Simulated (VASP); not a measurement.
Input of a VASP 6.6.1 run:

The input INCAR:

```
SYSTEM = Ti3Se
PREC = Accurate
ENCUT = 600
EDIFF = 1E-6
ISMEAR = -1
SIGMA = 0.05
LREAL = .FALSE.
LASPH = .TRUE.
NELM = 80
ALGO = Normal
ISIF = 3
LWAVE = .FALSE.
LCHARG = .FALSE.
GGA = PS
IBRION = 2
NSW = 60
EDIFFG = -0.01
```

Contents of KPOINTS:

```
Automatic mesh
0
G
  10 10 4
  0 0 0
```

The input POSCAR:

```
Ti3Se
1.0
    3.1974455988      0.0000000000      0.0000000000
   -1.5987227994      2.7690691158      0.0000000000
    0.0000000000      0.0000000000      7.9427450000
Se Ti
1 3
Direct
    0.0000000000      0.0000000000      0.0000000000
    0.6666666667      0.3333333333      0.5000000000
    0.3333333333      0.6666666667      0.7729020000
    0.3333333333      0.6666666667      0.2270980000
```

Potentials or basis: VASP PAW PBE potentials, release 64 (Se, Ti_sv).

The run is started by

```console
$ cat potpaw_PBE.64/Se/POTCAR potpaw_PBE.64/Ti_sv/POTCAR > POTCAR
$ mpirun -np 1 vasp_std > vasp.out
```

Q: What does it give for the relaxed cell?

A: a = 3.153 Å, b = 3.153 Å, c = 7.856 Å, α = 90.00°, β = 90.00°, γ = 120.00°.

Q: Predict the band gap on the k mesh.

A: Zero (band 21 reaches 8.76 eV, above the bottom of band 22 at 8.18 eV).

Forces in eV/Å, atoms in the order of the input:
```
Se   0.000  0.000  0.000
Ti   0.000  0.000  0.000
Ti   0.000  0.000 -0.003
Ti   0.000  0.000  0.003
```

Caveat: the PAW data sets were made with another functional, which shifts forces and pressure a little.
